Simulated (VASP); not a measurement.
Wanted: the native input for a VASP 6.6.1 run.

- Task: single point
- Functional: r2SCAN
- Potentials or basis: VASP PAW PBE potentials, release 64 (Li_sv, Ba_sv, Os, B)
- Cutoff: 520 eV
- k mesh: 4 × 4 × 4
- Occupations: gaussian, width 0.1688 eV
- Spin: no spin polarisation
- Dipole correction: no
- Further INCAR settings: ALGO = Normal; EDIFF = 1e-06; NBANDS = 36

Crystal: Ba2LiB6Os.

```xyz
10
Lattice="0.0000 3.9807 3.9807 3.9807 0.0000 3.9807 3.9807 3.9807 0.0000" Properties=species:S:1:pos:R:3 pbc="T T T"
Li    3.9807    3.9807    3.9807
Ba    1.9904    1.9904    1.9904
Ba    5.9711    5.9711    5.9711
Os    0.0000    0.0000    0.0000
B     1.8550    3.9807    3.9807
B     3.9807    1.8550    3.9807
B     6.1064    3.9807    3.9807
B     3.9807    6.1064    3.9807
B     3.9807    3.9807    1.8550
B     3.9807    3.9807    6.1064
```

These files were run (other wordings do the same):

POSCAR

```
Ba2LiB6Os
1.0
    0.0000000000      3.9807320000      3.9807320000
    3.9807320000      0.0000000000      3.9807320000
    3.9807320000      3.9807320000      0.0000000000
Li Ba Os B
1 2 1 6
Direct
    0.5000000000      0.5000000000      0.5000000000
    0.2500000000      0.2500000000      0.2500000000
    0.7500000000      0.7500000000      0.7500000000
    0.0000000000      0.0000000000      0.0000000000
    0.7670000000      0.2330000000      0.2330000000
    0.2330000000      0.7670000000      0.2330000000
    0.2330000000      0.7670000000      0.7670000000
    0.7670000000      0.2330000000      0.7670000000
    0.2330000000      0.2330000000      0.7670000000
    0.7670000000      0.7670000000      0.2330000000
```

INCAR.step1

```
SYSTEM = Ba2LiB6Os
ALGO = Normal
EDIFF = 1E-4
ENCUT = 520
GGA = PE
ISMEAR = 0
LASPH = .TRUE.
LCHARG = .FALSE.
LREAL = .FALSE.
LWAVE = .TRUE.
NBANDS = 36
NELM = 80
PREC = Accurate
SIGMA = 0.1688
```

INCAR.step2

```
SYSTEM = Ba2LiB6Os
ALGO = Normal
EDIFF = 1E-6
ENCUT = 520
ISIF = 2
ISMEAR = 0
ISTART = 1
LASPH = .TRUE.
LCHARG = .FALSE.
LMIXTAU = .TRUE.
LREAL = .FALSE.
LWAVE = .FALSE.
METAGGA = R2SCAN
NBANDS = 36
NELM = 80
PREC = Accurate
SIGMA = 0.1688
```

KPOINTS

```
k-points
0
G
  4 4 4
  0 0 0
```

Potentials or basis: VASP PAW PBE potentials, release 64 (Li_sv, Ba_sv, Os, B).

The run is started by

```sh
$ cat potpaw_PBE.64/Li_sv/POTCAR potpaw_PBE.64/Ba_sv/POTCAR potpaw_PBE.64/Os/POTCAR potpaw_PBE.64/B/POTCAR > POTCAR
$ cp INCAR.step1 INCAR
$ mpirun -np 1 vasp_std > vasp.out
$ cp INCAR.step2 INCAR
$ mpirun -np 1 vasp_std > vasp.out
```

It gave:

```json
{
 "Largest force": "5.334 eV/Å"
}
```

Caveat: the PAW data sets were made with another functional, which shifts forces and pressure a little.

Wall time 2.4 min on 1 thread of Intel(R) Xeon(R) Platinum 8488C (Sapphire Rapids) (shared host), peak memory 0.3 GiB.
